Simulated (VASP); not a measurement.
# TiNi (P4/mmm) in VASP: a series of runs

TiNi is run at these levels: LDA; tasks: single point.

All numbers are computed with VASP 6.6.1; they aren't measurements. Logs are shortened: lines on timing, memory, paths and dates and some standing lists are left out, and cuts for length are marked.

### Step 1. The cell of the first run

The structure is tetragonal, space group P4/mmm (No. 123). The conventional cell has a = 2.736 Å, b = 2.736 Å, c = 3.581 Å, α = 90.00°, β = 90.00°, γ = 90.00°. Ti (site symmetry 4/mmm) has 8 Ni at 2.64 Å and 6 Ti at 2.74 to 3.58 Å within 3.6 Å. Within 3.6 Å of Ni (site symmetry 4/mmm) lie 8 Ti at 2.64 Å and 6 Ni at 2.74 to 3.58 Å.

### Step 2. Single point, LDA, collinear spin, ferromagnetic start

INCAR

```
PREC = Accurate ; ENCUT = 600
EDIFF = 1E-6 ; ISMEAR = -1
SIGMA = 0.08 ; LREAL = F
LASPH = T ; NELM = 200
ALGO = Normal ; ISIF = 2
LWAVE = F ; LCHARG = F
ISPIN = 2 ; MAGMOM = 1 1.5
LORBIT = 11 ; LMAXMIX = 4
GGA = CA ; NBANDS = 22
GGA_COMPAT = F
```

KPOINTS

```
regular mesh
0
Gamma
  12 12 9
```

POSCAR

```
TiNi
1.0
    2.7358030000      0.0000000000      0.0000000000
    0.0000000000      2.7358030000      0.0000000000
    0.0000000000      0.0000000000      3.5814100000
Ti Ni
1 1
Direct
    0.5000000000      0.5000000000      0.5000000000
    0.0000000000      0.0000000000      0.0000000000
```

Potentials or basis: VASP PAW LDA potentials, release 64 (Ti_sv, Ni).

On the command line:

```bash
$ cat potpaw_LDA.64/Ti_sv/POTCAR potpaw_LDA.64/Ni/POTCAR > POTCAR
$ mpirun -np 1 vasp_std > vasp.out
```

OUTCAR:

```text
PREC = Accurate
   ENCUT = 600
   EDIFF = 1E-6
   ISMEAR = -1
   LREAL = F
   LASPH = T
   NELM = 200
   ISIF = 2
   ISPIN = 2
   LORBIT = 11
   GGA = CA

 ion  position               nearest neighbor table
   1  0.500  0.500  0.500-   2 2.64   2 2.64   2 2.64   2 2.64   2 2.64   2 2.64   2 2.64   2 2.64

   2  0.000  0.000  0.000-   1 2.64   1 2.64   1 2.64   1 2.64   1 2.64   1 2.64   1 2.64   1 2.64

  LATTYP: Found a simple tetragonal cell.
 ALAT       =     2.7358030000
 C/A-ratio  =     1.3090891413

  Lattice vectors:

 A1 = (   2.7358030000,   0.0000000000,   0.0000000000)
 A2 = (   0.0000000000,   2.7358030000,   0.0000000000)
 A3 = (   0.0000000000,   0.0000000000,   3.5814100000)

Analysis of symmetry for initial positions (statically):
=====================================================================
 Subroutine PRICEL returns:
 Original cell was already a primitive cell.

 Routine SETGRP: Setting up the symmetry group for a
 simple tetragonal supercell.

 Subroutine GETGRP returns: Found 16 space group operations
 (whereof 16 operations were pure point group operations)
 out of a pool of 16 trial point group operations.

The static configuration has the point symmetry D_4h.

Analysis of symmetry for dynamics (positions and initial velocities):
=====================================================================
 Subroutine PRICEL returns:
 Original cell was already a primitive cell.

 Routine SETGRP: Setting up the symmetry group for a
 simple tetragonal supercell.

 Subroutine GETGRP returns: Found 16 space group operations
 (whereof 16 operations were pure point group operations)
 out of a pool of 16 trial point group operations.

The dynamic configuration has the point symmetry D_4h.

Analysis of structural, dynamic, and magnetic symmetry:
=====================================================================
 Subroutine PRICEL returns:
 Original cell was already a primitive cell.

 Routine SETGRP: Setting up the symmetry group for a
 simple tetragonal supercell.

 Subroutine GETGRP returns: Found 16 space group operations
 (whereof 16 operations were pure point group operations)
 out of a pool of 16 trial point group operations.

The overall configuration has the point symmetry D_4h.

 Subroutine INISYM returns: Found 16 space group operations
 (whereof 16 operations are pure point group operations),
 and found     1 'primitive' translations

----------------------------------------------------------------------------------------

                                     Primitive cell

  volume of cell :      26.8055

  direct lattice vectors                    reciprocal lattice vectors
     2.735803000  0.000000000  0.000000000     0.365523395  0.000000000  0.000000000
     0.000000000  2.735803000  0.000000000     0.000000000  0.365523395  0.000000000
     0.000000000  0.000000000  3.581410000     0.000000000  0.000000000  0.279219637

  length of vectors
     2.735803000  2.735803000  3.581410000     0.365523395  0.365523395  0.279219637

  position of ions in fractional coordinates (direct lattice)
     0.500000000  0.500000000  0.500000000
     0.000000000  0.000000000  0.000000000

  ion indices of the primitive-cell ions
   primitive index   ion index
                 1           1
                 2           2

----------------------------------------------------------------------------------------

 KPOINTS: regular mesh

Automatic generation of k-mesh.
 Grid dimensions read from file:
 generate k-points for:   12   12    9

 Generating k-lattice:

  Cartesian coordinates                     Fractional coordinates (reciprocal lattice)
     0.030460283  0.000000000  0.000000000     0.083333333  0.000000000  0.000000000
     0.000000000  0.030460283  0.000000000     0.000000000  0.083333333  0.000000000
     0.000000000  0.000000000  0.031024404     0.000000000  0.000000000  0.111111111

  Length of vectors
     0.030460283  0.030460283  0.031024404

  Shift w.r.t. Gamma in fractional coordinates (k-lattice)
     0.000000000  0.000000000  0.000000000

 Subroutine IBZKPT returns following result:
 ===========================================

 Found    140 irreducible k-points:

 Following reciprocal coordinates:
            Coordinates               Weight
  0.000000  0.000000  0.000000      1.000000
  0.083333  0.000000  0.000000      4.000000
  0.166667  0.000000  0.000000      4.000000
  0.250000  0.000000  0.000000      4.000000
  0.333333  0.000000  0.000000      4.000000
  0.416667  0.000000  0.000000      4.000000
[... 16 lines left out ...]
  0.333333  0.333333  0.000000      4.000000
  0.416667  0.333333  0.000000      8.000000
 [... further k-points ...]
   k-points           NKPTS =    140   k-points in BZ     NKDIM =    140   number of bands    NBANDS=     22
   number of dos      NEDOS =    301   number of ions     NIONS =      2
   total plane-waves  NPLWV =  17280
   dimension x,y,z NGX =    24 NGY =   24 NGZ =   30
   dimension x,y,z NGXF=    48 NGYF=   48 NGZF=   60
   ions per type =               1   1
   NGX,Y,Z   is equivalent  to a cutoff of  14.58, 14.58, 13.93 a.u.
   NGXF,Y,Z  is equivalent  to a cutoff of  29.17, 29.17, 27.85 a.u.
 SYSTEM =  unknown system
   PREC   = accura    normal or accurate (medium, high low for compatibility)
   ISTART =      0    job   : 0-new  1-cont  2-samecut
   ICHARG =      2    charge: 1-file 2-atom 10-const
   ISPIN  =      2    spin polarized calculation?
   LNONCOLLINEAR =      F non collinear calculations
   LSORBIT =      F    spin-orbit coupling
   LASPH  =      T    aspherical Exc in radial PAW
   ENCUT  =  600.0 eV  44.10 Ry    6.64 a.u.   5.46  5.46  7.15*2*pi/ulx,y,z
   NELM   =    200;   NELMIN=  2; NELMDL= -5     # of ELM steps
   EDIFF  = 0.1E-05   stopping-criterion for ELM
   LREAL  =      F    real-space projection
   EDIFFG = 0.1E-04   stopping-criterion for IOM
   NSW    =      0    number of steps for IOM
   IBRION =     -1    ionic relax: 0-MD 1-quasi-New 2-CG
   NFREE  =      0    steps in history (QN), initial steepest desc. (CG)
   ISIF   =      2    stress and relaxation
   ISYM   =      2    0-nonsym 1-usesym 2-fastsym
   POTIM  = 0.5000    time-step for ionic-motion
   TEBEG  =    0.0;   TEEND  =   0.0 temperature during run
   PSTRESS=    0.0 pullay stress
   NELECT =      22.0000    total number of electrons
   NUPDOWN=      -1.0000    fix difference up-down
   EMIN   =  10.00;   EMAX   =-10.00  energy-range for DOS
   EFERMI =   0.00;   METHOD = LEGACY
   ISMEAR =    -1;   SIGMA  =   0.08  broadening in eV -4-tet -1-fermi 0-gaus
   EFERMI_NEDOS =   21; number of points for ismear=-14 and -15
   IALGO  =     38    algorithm
   IMIX   =      4    mixing-type and parameters
     AMIX     =   0.40;   BMIX     =  1.00
     AMIX_MAG =   1.60;   BMIX_MAG =  1.00
  volume/ion in A,a.u.               =      13.40        90.45
  Fermi-wavevector in a.u.,A,eV,Ry     =   1.532761  2.896499 31.964941  2.349357
  Thomas-Fermi vector in A             =   2.639922
   LORBIT       =     11    0 simple, 1 ext, 2 COOP (PROOUT), +10 PAW based schemes
   GGA     = CA    functional components
   LHFCALC =     F    Hartree Fock is set to
   AEXX    =    0.0000 exact exchange contribution
   IVDW    =     0    specifies the selected vdW correction
   LEPSILON=     F    determine dielectric tensor
   LRPA    =     F    only Hartree local field effects (RPA)
 spin polarized calculation
  energy-cutoff  :      600.00
  volume of cell :       26.81
 maximum number of plane-waves:       914
 NGX is ok and might be reduce to    24
   NGX = 11   NGY = 11   NGZ = 15

 number of electron      22.0000012 magnetization      -0.0055933

 number of electron      22.0000012 magnetization       0.0000454

 Free energy of the ion-electron system (eV)
  ---------------------------------------------------
  ext. energy  EPLUGINS =         0.00000000
  ---------------------------------------------------
  free energy    TOTEN  =       -15.82209152 eV

  energy without entropy =      -15.76772340  energy(sigma->0) =      -15.79490746

 E-fermi :   9.0629     XC(G=0): -12.7894

 val. band max:        9.0543263742   @ k =   0.3333   0.0833   0.0000
 cond. band min:       9.0732283728   @ k =   0.5000   0.2500   0.0000
 fundamental gap:      0.0189019986
 Fermi energy:         9.0628680723

 spin component 1

 k-point     1 :       0.0000    0.0000    0.0000
  band No.  band energies     occupation
      1     -47.0900      1.00000
      2     -23.7173      1.00000
      3     -23.3692      1.00000
      4     -23.3692      1.00000
      5       1.5385      1.00000
      6       5.1942      1.00000
[... 14 lines left out ...]
     21      28.1660      0.00000
     22      29.7320      0.00000
[... 552 lines left out ...]
  band No.  band energies     occupation
      1     -46.9458      1.00000
      2     -23.9028      1.00000
      3     -23.7758      1.00000
      4     -23.5953      1.00000
      5       5.1272      1.00000
      6       5.5880      1.00000
[... 14 lines left out ...]
     21      24.3117      0.00000
     22      24.7921      0.00000

 [... further k-points ...]

 spin component 2

 k-point     1 :       0.0000    0.0000    0.0000
  band No.  band energies     occupation
      1     -47.0901      1.00000
      2     -23.7173      1.00000
      3     -23.3692      1.00000
      4     -23.3692      1.00000
      5       1.5384      1.00000
      6       5.1942      1.00000
[... 14 lines left out ...]
     21      28.1660      0.00000
     22      29.7320      0.00000
[... 552 lines left out ...]
  band No.  band energies     occupation
      1     -46.9458      1.00000
      2     -23.9028      1.00000
      3     -23.7758      1.00000
      4     -23.5953      1.00000
      5       5.1272      1.00000
      6       5.5879      1.00000
[... 14 lines left out ...]
     21      24.3117      0.00000
     22      24.7921      0.00000

 [... further k-points ...]

------------------------ aborting loop because EDIFF is reached ----------------------------------------

  FORCE on cell =-STRESS in cart. coord.  units (eV):
  Direction    XX          YY          ZZ          XY          YZ          ZX
  --------------------------------------------------------------------------------------
  -------------------------------------------------------------------------------------
  Total       -1.8381837     -1.8381837     -2.2461759      0.0000000     -0.0000000      0.0000000
  in kB     -109.8691622   -109.8691622   -134.2550590      0.0000000     -0.0000000      0.0000000
  external PRESSURE =    -117.9977945 kB  Pullay stress =       0.0000000 kB

 VOLUME and BASIS-vectors are now :
 -----------------------------------------------------------------------------
  energy-cutoff  :      600.00
  volume of cell :       26.81
      direct lattice vectors                 reciprocal lattice vectors
     2.735803000  0.000000000  0.000000000     0.365523395  0.000000000  0.000000000
     0.000000000  2.735803000  0.000000000     0.000000000  0.365523395  0.000000000
     0.000000000  0.000000000  3.581410000     0.000000000  0.000000000  0.279219637

 POSITION                                       TOTAL-FORCE (eV/Angst)
 -----------------------------------------------------------------------------------
      1.36790      1.36790      1.79070         0.000000      0.000000      0.000000
      0.00000      0.00000      0.00000         0.000000      0.000000      0.000000
 -----------------------------------------------------------------------------------
    total drift:                                0.000000      0.000000     -0.000000

  FREE ENERGIE OF THE ION-ELECTRON SYSTEM (eV)
  ---------------------------------------------------
  free  energy   TOTEN  =       -15.8220915237 eV

  energy  without entropy=      -15.7677233964  energy(sigma->0) =      -15.79490746

 total charge

# of ion       s       p       d       tot
------------------------------------------
    1        2.248   6.143   1.936  10.327
    2        0.551   0.475   8.322   9.347
--------------------------------------------------
tot          2.799   6.618  10.258  19.674

 magnetization (x)

# of ion       s       p       d       tot
------------------------------------------
    1       -0.000   0.000   0.000   0.000
    2       -0.000   0.000  -0.000  -0.000
--------------------------------------------------
tot         -0.000   0.000   0.000   0.000
```

Wall time 4.3 min (1 thread of Intel Xeon 8259CL, shared host); peak memory 0.27 GiB.

Results:

```
Free energy                                           : -15.8221 eV
Pressure                                              : -11.8 GPa
Band gap on the k mesh                                : zero (filled and empty bands overlap)
Net moment                                            : 0.00 μB per cell
Valence electrons inside the program's atomic spheres : Ti 10.33; Ni 9.35
```

Levels at points of the mesh, in eV from the Fermi level:
Spin up:
```tsv
k point	band 7	band 8	band 9	band 10	band 11	band 12	band 13	band 14	band 15	band 16
(0.00, 0.00, 0.00)	-3.38	-1.84	-1.84	-1.19	-0.30	0.65	2.92	2.92	3.35	3.92
(0.50, 0.00, 0.00)	-2.49	-2.42	-1.67	-1.47	-0.73	-0.39	0.42	1.55	2.64	5.22
(0.50, 0.50, 0.00)	-3.26	-3.26	-0.74	0.09	2.15	2.15	2.27	2.27	2.38	4.31
```
Spin down:
```csv
k point,band 9,band 10,band 11,band 12,band 13,band 14
"(0.00, 0.00, 0.00)",-1.84,-1.19,-0.30,0.65,2.92,2.92
"(0.50, 0.00, 0.00)",-1.67,-1.47,-0.73,-0.39,0.42,1.55
"(0.50, 0.50, 0.00)",-0.74,0.09,2.15,2.15,2.27,2.27
```

Caveat: the cell stands under tension.

[end of part 1 of 2]
